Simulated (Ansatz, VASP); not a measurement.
**Two plane-wave programs on C**

```
C
1.0
     2.52210    0.00000    0.00000
    -1.26105    2.18420    0.00000
     0.00000    0.00000    8.23710
C
8
Cartesian
  0.0000 0.0000 0.7722
  0.0000 0.0000 4.8908
  0.0000 0.0000 3.3463
  0.0000 0.0000 7.4649
  0.0000 1.6447 1.3537
  1.2610 0.7281 5.4056
  0.0000 1.4561 2.8315
  1.2610 0.7281 6.9501
```

Alike in both runs: task single point; functional r2SCAN; k mesh 12 × 12 × 4; occupations gaussian, width 0.05 eV; no spin polarisation.

```csv
,VASP,Ansatz
version,VASP 6.6.1,Ansatz 0.2.0
potentials or method,"VASP PAW PBE potentials, release 64 (C), cutoff 520 eV","scalar-relativistic, plane waves, PAW"
valence electrons in the cell,32,32
```

VASP gave:

| Quantity | Value |
| --- | --- |
| gap on the k mesh at the Fermi level (eV) | 2.34 |
| least direct gap on the mesh (eV) | 2.34 |
| pressure (GPa) | 1.9 |
| traceless stress, the component that is largest in VASP (GPa) | 8.80 |
| rms of the force components (eV/Å) | 1.425 |

**Question.** Which values does Ansatz return?

**Answer.** gap on the k mesh at the Fermi level (eV): 2.36; least direct gap on the mesh (eV): 2.36; pressure (GPa): 0.8; traceless stress, the component that is largest in VASP (GPa): 8.70; rms of the force components (eV/Å): 1.421.

VASP's potentials were made for PBE, not for r2SCAN. Atom by atom the forces differ by 0.006 eV/Å (rms over components).
